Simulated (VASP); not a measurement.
# Al (Pm-3m) in VASP: further runs

Runs on Al. Level: PBE. Tasks: single point.

Program: VASP 6.6.1. These are calculated values, not measurements. Logs are shortened: lines on timing, memory, paths and dates and some standing lists are left out, and cuts for length are marked.

## Step 1: The cell of the first run

It takes space group Pm-3m (No. 221, cubic). Conventional cell: a = 2.667 Å, b = 2.667 Å, c = 2.667 Å, α = 90.00°, β = 90.00°, γ = 90.00°. Within 3.5 Å of Al (site symmetry m-3m) lie 6 Al at 2.67 Å.

This isn't the form of Al at room conditions, which is fcc.

## Step 2: Single point, PBE

File INCAR:

```
SYSTEM = Al
PREC     = Accurate       ! precision mode
ENCUT    = 500            ! plane-wave cutoff, eV
EDIFF    = 1E-6           ! SCF threshold, eV
ISMEAR   = -1             ! smearing method
SIGMA    = 0.06122561905347299 ! smearing width, eV
LREAL    = .FALSE.        ! projectors in reciprocal space
LASPH    = .TRUE.         ! aspherical terms in the spheres
NELM     = 120            ! most SCF steps
ALGO     = Normal         ! electronic algorithm
ISIF     = 2              ! what is computed and relaxed
LWAVE    = .FALSE.        ! write WAVECAR
LCHARG   = .FALSE.        ! write CHGCAR
GGA      = PE             ! functional
NBANDS   = 8              ! bands
GGA_COMPAT= .FALSE.
```

File KPOINTS:

```
Automatic mesh
0
G
  14 14 14
  0 0 0
```

File POSCAR:

```
Al
1.0
    2.6665545293      0.0000000000      0.0000000000
    0.0000000000      2.6665545293      0.0000000000
    0.0000000000      0.0000000000      2.6665545293
Al
1
Direct
    0.0000000000      0.0000000000      0.0000000000
```

Potentials or basis: VASP PAW PBE potentials, release 64 (Al).

Run with:

```
> cat potpaw_PBE.64/Al/POTCAR > POTCAR
> mpirun -np 1 vasp_std > vasp.out
```

OUTCAR:

```text
SYSTEM = Al
   PREC = Accurate
   ENCUT = 500
   EDIFF = 1E-6
   ISMEAR = -1
   LREAL = .FALSE.
   LASPH = .TRUE.
   NELM = 120
   ISIF = 2
   GGA = PE

 ion  position               nearest neighbor table
   1  0.000  0.000  0.000-

  LATTYP: Found a simple cubic cell.
 ALAT       =     2.6665545293

  Lattice vectors:

 A1 = (   2.6665545293,   0.0000000000,   0.0000000000)
 A2 = (   0.0000000000,   2.6665545293,   0.0000000000)
 A3 = (   0.0000000000,   0.0000000000,   2.6665545293)

Analysis of symmetry for initial positions (statically):
=====================================================================
 Subroutine PRICEL returns:
 Original cell was already a primitive cell.

 Routine SETGRP: Setting up the symmetry group for a
 simple cubic supercell.

 Subroutine GETGRP returns: Found 48 space group operations
 (whereof 48 operations were pure point group operations)
 out of a pool of 48 trial point group operations.

The static configuration has the point symmetry O_h .

Analysis of symmetry for dynamics (positions and initial velocities):
=====================================================================
 Subroutine PRICEL returns:
 Original cell was already a primitive cell.

 Routine SETGRP: Setting up the symmetry group for a
 simple cubic supercell.

 Subroutine GETGRP returns: Found 48 space group operations
 (whereof 48 operations were pure point group operations)
 out of a pool of 48 trial point group operations.

The dynamic configuration has the point symmetry O_h .

 Subroutine INISYM returns: Found 48 space group operations
 (whereof 48 operations are pure point group operations),
 and found     1 'primitive' translations

----------------------------------------------------------------------------------------

                                     Primitive cell

  volume of cell :      18.9606

  direct lattice vectors                    reciprocal lattice vectors
     2.666554529  0.000000000  0.000000000     0.375015770  0.000000000  0.000000000
     0.000000000  2.666554529  0.000000000     0.000000000  0.375015770  0.000000000
     0.000000000  0.000000000  2.666554529     0.000000000  0.000000000  0.375015770

  length of vectors
     2.666554529  2.666554529  2.666554529     0.375015770  0.375015770  0.375015770

  position of ions in fractional coordinates (direct lattice)
     0.000000000  0.000000000  0.000000000

  ion indices of the primitive-cell ions
   primitive index   ion index
                 1           1

----------------------------------------------------------------------------------------

 KPOINTS: Automatic mesh

Automatic generation of k-mesh.
 Grid dimensions read from file:
 generate k-points for:   14   14   14

 Generating k-lattice:

  Cartesian coordinates                     Fractional coordinates (reciprocal lattice)
     0.026786841  0.000000000  0.000000000     0.071428571  0.000000000  0.000000000
     0.000000000  0.026786841  0.000000000     0.000000000  0.071428571  0.000000000
     0.000000000  0.000000000  0.026786841     0.000000000  0.000000000  0.071428571

  Length of vectors
     0.026786841  0.026786841  0.026786841

  Shift w.r.t. Gamma in fractional coordinates (k-lattice)
     0.000000000  0.000000000  0.000000000

 Subroutine IBZKPT returns following result:
 ===========================================

 Found    120 irreducible k-points:

 Following reciprocal coordinates:
            Coordinates               Weight
  0.000000  0.000000  0.000000      1.000000
  0.071429  0.000000  0.000000      6.000000
  0.142857  0.000000  0.000000      6.000000
  0.214286  0.000000  0.000000      6.000000
  0.285714  0.000000  0.000000      6.000000
  0.357143  0.000000  0.000000      6.000000
[... 16 lines left out ...]
  0.285714  0.214286  0.000000     24.000000
  0.357143  0.214286  0.000000     24.000000
 [... further k-points ...]
   k-points           NKPTS =    120   k-points in BZ     NKDIM =    120   number of bands    NBANDS=      8
   number of dos      NEDOS =    301   number of ions     NIONS =      1
   total plane-waves  NPLWV =   8000
   dimension x,y,z NGX =    20 NGY =   20 NGZ =   20
   dimension x,y,z NGXF=    40 NGYF=   40 NGZF=   40
   ions per type =               1
   NGX,Y,Z   is equivalent  to a cutoff of  12.47, 12.47, 12.47 a.u.
   NGXF,Y,Z  is equivalent  to a cutoff of  24.94, 24.94, 24.94 a.u.
 SYSTEM =  Al
   PREC   = accura    normal or accurate (medium, high low for compatibility)
   ISTART =      0    job   : 0-new  1-cont  2-samecut
   ICHARG =      2    charge: 1-file 2-atom 10-const
   ISPIN  =      1    spin polarized calculation?
   LNONCOLLINEAR =      F non collinear calculations
   LSORBIT =      F    spin-orbit coupling
   LASPH  =      T    aspherical Exc in radial PAW
   ENCUT  =  500.0 eV  36.75 Ry    6.06 a.u.   4.86  4.86  4.86*2*pi/ulx,y,z
   NELM   =    120;   NELMIN=  2; NELMDL= -5     # of ELM steps
   EDIFF  = 0.1E-05   stopping-criterion for ELM
   LREAL  =      F    real-space projection
   EDIFFG = 0.1E-04   stopping-criterion for IOM
   NSW    =      0    number of steps for IOM
   IBRION =     -1    ionic relax: 0-MD 1-quasi-New 2-CG
   NFREE  =      0    steps in history (QN), initial steepest desc. (CG)
   ISIF   =      2    stress and relaxation
   ISYM   =      2    0-nonsym 1-usesym 2-fastsym
   POTIM  = 0.5000    time-step for ionic-motion
   TEBEG  =    0.0;   TEEND  =   0.0 temperature during run
   PSTRESS=    0.0 pullay stress
   NELECT =       3.0000    total number of electrons
   NUPDOWN=      -1.0000    fix difference up-down
   EMIN   =  10.00;   EMAX   =-10.00  energy-range for DOS
   EFERMI =   0.00;   METHOD = LEGACY
   ISMEAR =    -1;   SIGMA  =   0.06  broadening in eV -4-tet -1-fermi 0-gaus
   EFERMI_NEDOS =   21; number of points for ismear=-14 and -15
   IALGO  =     38    algorithm
   IMIX   =      4    mixing-type and parameters
     AMIX     =   0.40;   BMIX     =  1.00
     AMIX_MAG =   1.60;   BMIX_MAG =  1.00
  volume/ion in A,a.u.               =      18.96       127.95
  Fermi-wavevector in a.u.,A,eV,Ry     =   0.885452  1.673261 10.667299  0.784024
  Thomas-Fermi vector in A             =   2.006487
   LORBIT       =      0    0 simple, 1 ext, 2 COOP (PROOUT), +10 PAW based schemes
   GGA     = PE    functional components
   LHFCALC =     F    Hartree Fock is set to
   AEXX    =    0.0000 exact exchange contribution
   IVDW    =     0    specifies the selected vdW correction
   LEPSILON=     F    determine dielectric tensor
   LRPA    =     F    only Hartree local field effects (RPA)
 non-spin polarized calculation
  energy-cutoff  :      500.00
  volume of cell :       18.96
 maximum number of plane-waves:       500
 NGX is ok and might be reduce to    20
   NGX =  9   NGY =  9   NGZ =  9

 number of electron       3.0000000 magnetization

 Free energy of the ion-electron system (eV)
  ---------------------------------------------------
  ext. energy  EPLUGINS =         0.00000000
  ---------------------------------------------------
  free energy    TOTEN  =        -3.36521532 eV

  energy without entropy =       -3.35852432  energy(sigma->0) =       -3.36186982

 E-fermi :   6.1761     XC(G=0):  -9.6381

 val. band max:        6.1678473682   @ k =   0.3571   0.2857   0.0714
 cond. band min:       6.1923924840   @ k =   0.4286   0.4286   0.1429
 fundamental gap:      0.0245451158
 Fermi energy:         6.1760888326

 k-point     1 :       0.0000    0.0000    0.0000
  band No.  band energies     occupation
      1      -3.7102      2.00000
      2      14.3414      0.00000
      3      14.3414      0.00000
      4      15.7900      0.00000
      5      15.7900      0.00000
      6      15.7900      0.00000
      7      22.3496      0.00000
      8      31.0231      0.00000

 k-point     2 :       0.0714    0.0000    0.0000
  band No.  band energies     occupation
      1      -3.6050      2.00000
      2      12.7487      0.00000
      3      14.4300      0.00000
      4      15.8779      0.00000
      5      15.8779      0.00000
      6      17.1768      0.00000
      7      22.7879      0.00000
      8      30.1726      0.00000

 k-point     3 :       0.1429    0.0000    0.0000
  band No.  band energies     occupation
      1      -3.2900      2.00000
      2      10.5918      0.00000
      3      14.6917      0.00000
      4      16.1414      0.00000
      5      16.1414      0.00000
      6      18.6830      0.00000
      7      24.1124      0.00000
      8      28.4426      0.00000

 k-point     4 :       0.2143    0.0000    0.0000
  band No.  band energies     occupation
      1      -2.7674      2.00000
      2       8.4755      0.00000
      3      15.1126      0.00000
      4      16.5800      0.00000
      5      16.5800      0.00000
      6      19.8323      0.00000
      7      26.0858      0.00000
      8      26.5673      0.00000

 k-point     5 :       0.2857    0.0000    0.0000
  band No.  band energies     occupation
      1      -2.0410      2.00000
      2       6.4772      0.01451
      3      15.6613      0.00000
      4      17.1920      0.00000
      5      17.1920      0.00000
      6      20.8303      0.00000
      7      24.7668      0.00000
      8      24.7668      0.00000

 k-point     6 :       0.3571    0.0000    0.0000
  band No.  band energies     occupation
      1      -1.1182      2.00000
      2       4.6332      2.00000
      3      16.2706      0.00000
      4      17.9707      0.00000
      5      17.9707      0.00000
      6      21.8007      0.00000
      7      23.1158      0.00000
      8      23.1158      0.00000

 k-point     7 :       0.4286    0.0000    0.0000
  band No.  band energies     occupation
      1      -0.0227      2.00000
      2       2.9807      2.00000
      3      16.8006      0.00000
      4      18.8847      0.00000
      5      18.8847      0.00000
      6      21.6718      0.00000
      7      21.6718      0.00000
      8      22.6841      0.00000
[... 133 lines left out ...]
 k-point    20 :       0.4286    0.1429    0.0000
  band No.  band energies     occupation
      1       0.3901      2.00000
      2       3.3720      2.00000
      3      13.8891      0.00000
      4      17.2343      0.00000
      5      19.2169      0.00000
      6      20.9429      0.00000
      7      22.0054      0.00000
      8      24.0795      0.00000

 k-point    21 :       0.5000    0.1429    0.0000
  band No.  band energies     occupation
      1       1.3193      2.00000
      2       2.2588      2.00000
      3      14.3695      0.00000
      4      16.6755      0.00000
      5      19.8905      0.00000
      6      21.1574      0.00000
      7      21.2305      0.00000
      8      23.7854      0.00000

 k-point    22 :       0.2143    0.2143    0.0000
  band No.  band energies     occupation
      1      -1.8297      2.00000
      2       8.6810      0.00000
      3      10.1922      0.00000
      4      17.3630      0.00000
      5      18.0269      0.00000
      6      21.4601      0.00000
      7      24.6805      0.00000
      8      26.6650      0.00000

 k-point    23 :       0.2857    0.2143    0.0000
  band No.  band energies     occupation
      1      -1.1070      2.00000
      2       7.2298      0.00000
      3      10.3110      0.00000
      4      17.6517      0.00000
      5      17.9682      0.00000
      6      20.6319      0.00000
      7      25.3428      0.00000
      8      25.8825      0.00000

 k-point    24 :       0.3571    0.2143    0.0000
  band No.  band energies     occupation
      1      -0.1889      2.00000
      2       5.4783      1.99998
      3      11.0446      0.00000
      4      16.4514      0.00000
      5      18.7360      0.00000
      6      20.9427      0.00000
      7      23.7971      0.00000
      8      25.7542      0.00000

 [... further k-points ...]

------------------------ aborting loop because EDIFF is reached ----------------------------------------

  FORCE on cell =-STRESS in cart. coord.  units (eV):
  Direction    XX          YY          ZZ          XY          YZ          ZX
  --------------------------------------------------------------------------------------
  -------------------------------------------------------------------------------------
  Total        0.4794877      0.4794877      0.4794877      0.0000000     -0.0000000      0.0000000
  in kB       40.5169407     40.5169407     40.5169407      0.0000000     -0.0000000      0.0000000
  external PRESSURE =      40.5169407 kB  Pullay stress =       0.0000000 kB

 VOLUME and BASIS-vectors are now :
 -----------------------------------------------------------------------------
  energy-cutoff  :      500.00
  volume of cell :       18.96
      direct lattice vectors                 reciprocal lattice vectors
     2.666554529  0.000000000  0.000000000     0.375015770  0.000000000  0.000000000
     0.000000000  2.666554529  0.000000000     0.000000000  0.375015770  0.000000000
     0.000000000  0.000000000  2.666554529     0.000000000  0.000000000  0.375015770

 POSITION                                       TOTAL-FORCE (eV/Angst)
 -----------------------------------------------------------------------------------
      0.00000      0.00000      0.00000         0.000000      0.000000      0.000000
 -----------------------------------------------------------------------------------
    total drift:                               -0.000000      0.000000     -0.000000

  FREE ENERGIE OF THE ION-ELECTRON SYSTEM (eV)
  ---------------------------------------------------
  free  energy   TOTEN  =        -3.3652153225 eV

  energy  without entropy=       -3.3585243160  energy(sigma->0) =       -3.36186982
```

Wall time 6.9 s (1 thread of AMD EPYC 7R13 (Zen 3), shared host); peak memory 0.09 GiB.

What came out:

```yaml
Free_energy: -3.3652 eV
Pressure: 4.1 GPa
Band_gap_on_the_k_mesh: zero (an odd number of electrons rules out a gap without spin polarisation)
```

Caveat: the cell stands under pressure.

(Part 1 of 3 ends here.)
